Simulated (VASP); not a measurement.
Set up this calculation in VASP 6.6.1, as the native input.

```
Task                   : single point
Functional             : LDA
Potentials or basis    : VASP PAW LDA potentials, release 64 (Zr_sv)
Cutoff                 : 520 eV
k mesh                 : 12 × 12 × 12
Occupations            : fermi-dirac, width 0.08 eV
Spin                   : no spin polarisation
Dipole correction      : no
Further INCAR settings : ALGO = Normal; EDIFF = 1e-06; NBANDS = 19
```

The structure of Zr lies in POSCAR:

```
Zr
1.0
    0.0000000000      2.6564292486      2.6564292486
    2.6564292486      0.0000000000      2.6564292486
    2.6564292486      2.6564292486      0.0000000000
Zr
2
Direct
   -0.1250000000     -0.1250000000     -0.1250000000
    0.1250000000      0.1250000000      0.1250000000
```

This isn't the form of Zr at room conditions, which is hcp.

The input as run:

INCAR

```
PREC = Accurate
ENCUT = 520
EDIFF = 1E-6
ISMEAR = -1
SIGMA = 0.08
LREAL = F
LASPH = T
NELM = 60
ALGO = Normal
ISIF = 2
LWAVE = F
LCHARG = T
LELF = T
LVHAR = T
NBANDS = 19
```

KPOINTS

```
regular mesh
0
Gamma
  12 12 12
```

Potentials or basis: VASP PAW LDA potentials, release 64 (Zr_sv).

Run with:

```sh
$ cat potpaw_LDA.64/Zr_sv/POTCAR > POTCAR
$ mpirun -np 1 vasp_std > vasp.out
```

It gave:

The pressure is 39.0 GPa and the band gap on the k mesh is zero (bands 12 and 13 overlap by 1.95 eV).

Caveat: the cell stands under pressure.

Wall time 54 s on 1 thread of Intel Xeon 8259CL, with other jobs on the host, peak memory 0.17 GiB.
